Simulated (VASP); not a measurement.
Write the native input for VASP 6.6.1 that does the following.

```yaml
Task: single point
Functional: LDA
Potentials_or_basis: VASP PAW LDA potentials, release 64 (Zn, Se)
Cutoff: 520 eV
k_mesh: 8 × 8 × 8
Occupations: gaussian, width 0.01 eV
Spin: no spin polarisation
Dipole_correction: no
Further_INCAR_settings: ALGO = Normal; EDIFF = 1e-06; NBANDS = 16
```

The structure of ZnSe lies in POSCAR:

```
ZnSe
1.0
    2.6489603204      2.6489603204      0.0000000000
   -2.6489603204      2.6489603204      0.0000000000
    0.0000000000      2.6489603204      2.6489603204
Zn Se
1 1
Direct
    0.0000000000      0.0000000000      0.0000000000
    0.7500000000      0.2500000000      0.5000000000
```

The input as run:

INCAR

```
PREC     = Accurate       # precision mode
ENCUT    = 520            # plane-wave cutoff, eV
EDIFF    = 1E-6           # SCF threshold, eV
ISMEAR   = 0              # smearing method
SIGMA    = 0.01           # smearing width, eV
LREAL    = False          # projectors in reciprocal space
LASPH    = True           # aspherical terms in the spheres
NELM     = 80             # most SCF steps
ALGO     = Normal         # electronic algorithm
ISIF     = 2              # what is computed and relaxed
LWAVE    = False          # write WAVECAR
LCHARG   = False          # write CHGCAR
NBANDS   = 16             # bands
```

KPOINTS

```
regular mesh
0
Gamma
  8 8 8
```

Potentials or basis: VASP PAW LDA potentials, release 64 (Zn, Se).

Run with:

```bash
$ cat potpaw_LDA.64/Zn/POTCAR potpaw_LDA.64/Se/POTCAR > POTCAR
$ mpirun -np 1 vasp_std > vasp.out
```

It gave:

```yaml
Pressure: 15.6 GPa
Band_gap_on_the_k_mesh: 1.95 eV, direct
```

It took 13 s on 1 thread of Intel Xeon 6975P-C, with other jobs on the host, peak memory 0.15 GiB.
